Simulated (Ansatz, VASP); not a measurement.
# ZnO: VASP beside Ansatz

```
Zn O
1.0
     3.24931    0.00000    0.00000
    -1.62465    2.81398    0.00000
     0.00000    0.00000    5.20571
Zn O
2 2
Direct
  0.66667 0.33333 0.00000
  0.33333 0.66667 0.50000
  0.33333 0.66667 0.87901
  0.66667 0.33333 0.37901
```

Alike in both runs: functional revPBE; k mesh 5 × 5 × 3; occupations fermi-dirac, width 0.05 eV; no spin polarisation.

```csv
,VASP,Ansatz
version,VASP 6.6.1,Ansatz 0.2.0
potentials or method,"VASP PAW PBE potentials, release 64 (Zn, O)",Ansatz PAW
plane-wave cutoff (eV),520,420
valence electrons in the cell,36,36
task,single point,band structure
```

|  | VASP | Ansatz | Ansatz less VASP |
| --- | --- | --- | --- |
| gap on the k mesh at the Fermi level (eV) | 0.85 | 0.87 | +0.021 |
| least direct gap on the mesh (eV) | 0.85 | 0.87 | +0.021 |
| pressure (GPa) | 9.4 | 8.2 | -1.18 |
| traceless stress, the component that is largest in VASP (GPa) | 1.11 | 1.07 | -0.036 |
| rms of the force components (eV/Å) | 0.045 | 0.043 | -0.0025 |

VASP's potentials were made for PBE, not for revPBE. Atom by atom the forces differ by 0.002 eV/Å (rms over components). With one functional, cell and mesh, what is left measures potentials, basis and numerics.

The k mesh is coarse, so the values compare programs but aren't converged.
